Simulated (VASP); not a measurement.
# HoSiI4: relaxation of cell and atoms with PBE

The system is HoSiI4.

```
Ho Si I
1.0
     0.00000    4.70560    4.70560
     4.70560    0.00000    4.70560
     4.70560    4.70560    0.00000
Ho Si I
1 1 4
Cartesian
  0.0000 0.0000 0.0000
  2.3528 2.3528 2.3528
  5.8820 3.5292 3.5292
  5.8820 5.8820 5.8820
  3.5292 5.8820 3.5292
  3.5292 3.5292 5.8820
```

The cell was built from a structure type or drawn by symmetry, and may not be a known phase.

```yaml
Program: VASP 6.6.1
Task: relaxation of cell and atoms
Functional: PBE
Potentials_or_basis: VASP PAW PBE potentials, release 64 (Ho_3, Si, I), 4f in core
Cutoff: 500 eV
k_mesh: 3 × 3 × 3
Occupations: gaussian, width 0.2 eV
Spin: no spin polarisation
Dipole_correction: no
Mended: yes
Further_INCAR_settings: ALGO = Normal; EDIFF = 1e-07; IBRION = 2; EDIFFG = -0.08; NSW = 36; ISIF = 3
```

* Pressure after relaxing: 0.1 GPa
* Band gap on the k mesh: zero (an odd number of electrons rules out a gap without spin polarisation)

Final structure:
```yaml
crystal:
  lattice:
    - [0.00000, 4.70560, 4.70560]
    - [4.70560, 0.00000, 4.70560]
    - [4.70560, 4.70560, 0.00000]
  atoms:
    - { symbol: Ho, position: [0.00000, 0.00000, 0.00000] }
    - { symbol: Si, position: [0.25000, 0.25000, 0.25000] }
    - { symbol: I, position: [0.12500, 0.62500, 0.62500] }
    - { symbol: I, position: [0.62500, 0.62500, 0.62500] }
    - { symbol: I, position: [0.62500, 0.12500, 0.62500] }
    - { symbol: I, position: [0.62500, 0.62500, 0.12500] }
```

Levels at points of the mesh, in eV from the Fermi level:
```
           k point  band 18  band 19  band 20  band 21  band 22  band 23  band 24
(0.00, 0.00, 0.00)    -0.50    -0.50    -0.50    -0.14     0.46     0.46     0.46
```

Wall time 31 s on 1 thread of Intel(R) Xeon(R) 6975P-C (Granite Rapids) (shared host), peak memory 0.34 GiB.

Caveat: the k points lie up to 0.39 Å⁻¹ apart in the final cell, too coarse for converged energies and pressures of a metal; the relaxation stopped at its first step, so nothing moved; spin-orbit coupling is left out, which moves the levels of the heavy elements; the 4f electrons are frozen in the core, so they carry no moment and show no levels; an odd number of electrons without spin polarisation forces a metal; a magnetic or distorted state may lie lower; the run has no spin polarisation, though such a crystal can be magnetic. Spin polarisation is off, so any magnetic state and its effect on volume and gap are missing.
